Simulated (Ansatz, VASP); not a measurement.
Two plane-wave programs on Al

INCAR

```
SYSTEM = Al
PREC = Accurate
ENCUT = 520
EDIFF = 1E-7
ISMEAR = -1
SIGMA = 0.1
LREAL = .FALSE.
LASPH = .TRUE.
NELM = 100
ALGO = Normal
ISIF = 2
LWAVE = .FALSE.
LCHARG = .FALSE.
GGA = RE
NBANDS = 12
```

File KPOINTS:

```
Automatic mesh
0
G
  9 9 12
  0 0 0
```

The input POSCAR:

```
Al
1.0
    4.7823158313      0.0000000000      0.0000000000
   -2.3911579157      4.1416069989      0.0000000000
    0.0000000000      0.0000000000      2.9600152099
Al
3
Direct
    0.0000000000      0.0000000000      0.0000000000
    0.3333333333      0.6666666667      0.5000000000
    0.6666666667      0.3333333333      0.5000000000
```

Input for Ansatz:

```yaml
crystal:
  lattice:
    - [4.7823158313, 0.0, 0.0]
    - [-2.3911579157, 4.1416069989, 0.0]
    - [0.0, 0.0, 2.9600152099]
  atoms:
    - { symbol: Al, position: [0.0, 0.0, 0.0] }
    - { symbol: Al, position: [0.3333333333, 0.6666666667, 0.5] }
    - { symbol: Al, position: [0.6666666667, 0.3333333333, 0.5] }
hamiltonian:
  xc: revpbe
  pseudopotentials:
    kind: paw
    azcp:
      Al: "pseudopotentials/Al.paw.azcp"
basis:
  ecutwfc: 420
  fft_grid_basis: typed
kpoints:
  mp_grid: { grid: [9, 9, 12], shift: [0, 0, 0] }
magnetization:
  spin_polarized: false
scf:
  occupations: { method: fermi_dirac, width: 0.1 }
  lower_state_search: "off"
output:
  stress: true
```

Alike in both runs: task single point; functional revPBE; k mesh 9 × 9 × 12; occupations fermi-dirac, width 0.1 eV; no spin polarisation.

```csv
,VASP,Ansatz
version,VASP 6.6.1,Ansatz 0.2.0
potentials or method,"VASP PAW PBE potentials, release 64 (Al), cutoff 520 eV","plane waves (420 eV) with PAW, scalar-relativistic"
valence electrons in the cell,9,9
```

Ansatz gave:

- pressure (GPa): -5.8
- traceless stress, the component that is largest in VASP (GPa): -0.69

Question: What did VASP give for the same quantities?

Answer: Pressure (GPa): -5.9; traceless stress, the component that is largest in VASP (GPa): -0.69.

VASP's potentials were made for PBE, not for revPBE. With one functional, cell and mesh, what is left measures potentials, basis and numerics.
